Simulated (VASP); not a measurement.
## Ni: single point with LDA

Crystal: Ni.

```xyz
2
Lattice="-1.3591 1.3591 1.3591 1.3591 -1.3591 1.3591 2.7181 2.7181 0.0000" Properties=species:S:1:pos:R:3 pbc="T T T"
Ni   -0.0858    0.0858   -0.1690
Ni    1.4448    1.2733    1.5281
```

This cell differs from its parent crystal: atoms displaced along several vibrational modes.

```yaml
Program: VASP 6.6.1
Task: single point
Functional: LDA
Potentials_or_basis: VASP PAW LDA potentials, release 64 (Ni)
Cutoff: 520 eV
k_mesh: 20 × 20 × 12
Occupations: gaussian, width 0.15 eV
Spin: no spin polarisation
Dipole_correction: no
Further_INCAR_settings: ALGO = Fast; EDIFF = 1e-06; NBANDS = 17
```

```
Pressure               : 6.4 GPa
Largest force          : 1.403 eV/Å
Band gap on the k mesh : zero (bands 10 and 11 overlap by 0.87 eV)
```

Forces on the atoms (eV/Å):
```
Ni  -0.126  0.126  1.392
Ni   0.126 -0.126 -1.392
```

Stress tensor (GPa, compression positive):
```
10.49  6.40 -2.60
 6.40 10.49  2.60
-2.60  2.60 -1.88
```

Levels at points of the mesh, in eV from the Fermi level:
```csv
k point,band 7,band 8,band 9,band 10,band 11,band 12,band 13,band 14
"(0.00, 0.00, 0.00)",-0.78,-0.76,-0.70,-0.58,0.11,0.26,7.35,20.35
"(0.50, 0.00, 0.00)",-1.39,-0.53,-0.14,-0.11,1.86,2.64,10.85,11.56
"(0.00, 0.50, 0.00)",-1.26,-0.51,-0.49,-0.22,1.37,3.25,9.48,10.16
"(0.50, 0.50, 0.00)",-0.62,-0.37,0.22,0.37,1.11,6.83,10.67,10.88
"(0.00, 0.00, 0.50)",-1.09,-1.09,-0.63,-0.63,-0.29,-0.29,16.69,16.69
"(0.50, 0.00, 0.50)",-0.44,-0.44,0.02,0.02,0.66,0.66,7.26,7.26
"(0.00, 0.50, 0.50)",-0.58,-0.58,-0.07,-0.07,1.51,1.51,6.73,6.73
"(0.50, 0.50, 0.50)",-0.41,-0.41,0.29,0.29,4.74,4.74,8.44,8.44
```

Run time: 10 min on 1 thread of Intel Xeon 8259CL, on a shared host, peak memory 0.47 GiB.

Caveat: the cell differs from its parent crystal (atoms displaced along several vibrational modes); the stress differs along the axes, from -2 to 10 GPa; the run has no spin polarisation, though such a crystal can be magnetic; forces of over 1 eV/Å act on the atoms, so gaps and moduli don't describe the material at rest. Spin polarisation is off, so any magnetic state and its effect on volume and gap are missing.
